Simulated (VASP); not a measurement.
## WSe2: single point with PBEsol+D3(BJ)

**Experimental background.**

From “Time-resolved XUV ARPES with tunable 24–33 eV laser pulses at 30 meV resolution”, 2019, pmc:6684652, for a bulk crystal of WSe2: band gap 1.3 eV (indirect).

The system is WSe2.

```xyz
6
Lattice="3.2305 0.0000 0.0000 -1.6152 2.7977 0.0000 0.0000 0.0000 12.4145" Properties=species:S:1:pos:R:3 pbc="T T T"
W     0.0000    1.8651    3.1036
W     1.6152    0.9326    9.3109
Se    0.0000    1.8651    7.6297
Se    1.6152    0.9326    1.4225
Se    0.0000    1.8651   10.9920
Se    1.6152    0.9326    4.7848
```

* Program: VASP 6.6.1
* Task: single point
* Functional: PBEsol
* Dispersion: D3(BJ)
* Potentials or basis: VASP PAW PBE potentials, release 64 (W_sv, Se)
* Cutoff: 520 eV
* k mesh: 12 × 12 × 2
* Occupations: gaussian, width 0.02 eV
* Spin: no spin polarisation
* Dipole correction: no
* Further INCAR settings: ALGO = Normal; EDIFF = 1e-06; NBANDS = 35

```yaml
Pressure: 0.5 GPa
Largest_force: 0.063 eV/Å
Band_gap_on_the_k_mesh: 0.70 eV (least direct gap 1.65 eV)
Dispersion_energy_per_atom: -0.477 eV
```

Forces in eV/Å, atoms in the order of the input:
```
W    0.000  0.000  0.000
W    0.000  0.000  0.000
Se   0.000  0.000 -0.063
Se   0.000  0.000 -0.063
Se   0.000  0.000  0.063
Se   0.000  0.000  0.063
```

Stress tensor (GPa, compression positive):
```
0.44 0.00 0.00
0.00 0.44 0.00
0.00 0.00 0.61
```

Levels at points of the mesh, in eV from the valence-band top:
| k point | band 22 | band 23 | band 24 | band 25 | band 26 | band 27 | band 28 | band 29 | band 30 | band 31 |
| --- | --- | --- | --- | --- | --- | --- | --- | --- | --- | --- |
| (0.00, 0.00, 0.00) | -1.49 | -1.49 | -1.48 | -0.78 | 0.00 | 2.66 | 2.66 | 2.68 | 2.68 | 2.75 |
| (0.50, 0.00, 0.00) | -2.58 | -1.69 | -1.47 | -1.45 | -1.01 | 2.18 | 2.23 | 2.29 | 2.79 | 2.84 |
| (0.00, 0.00, 0.50) | -1.54 | -1.54 | -1.54 | -0.19 | -0.19 | 2.65 | 2.65 | 2.65 | 2.65 | 2.93 |
| (0.50, 0.00, 0.50) | -2.83 | -1.53 | -1.53 | -1.24 | -1.24 | 2.25 | 2.25 | 2.54 | 2.54 | 3.33 |

Run time: 64 s on 1 thread of AMD EPYC 9R45 96-Core Processor (Zen 5), with other jobs on the host, peak memory 0.27 GiB.

Measured gap of WSe2: 1.3 eV (indirect; “Time-resolved XUV ARPES with tunable 24–33 eV laser pulses at 30 meV resolution”, 2019, pmc:6684652). This calculation gives 0.70 eV (-0.60 eV). Spin-orbit coupling on Se, W is left out. The value is that of PBEsol+D3(BJ) on a finite k mesh, which can miss the band edges, without temperature or zero-point motion. Semilocal functionals fall short of measured gaps as a rule.

Caveat: the PAW data sets were made with another functional, which shifts forces and pressure a little; spin-orbit coupling is left out, which moves the levels of the heavy elements.
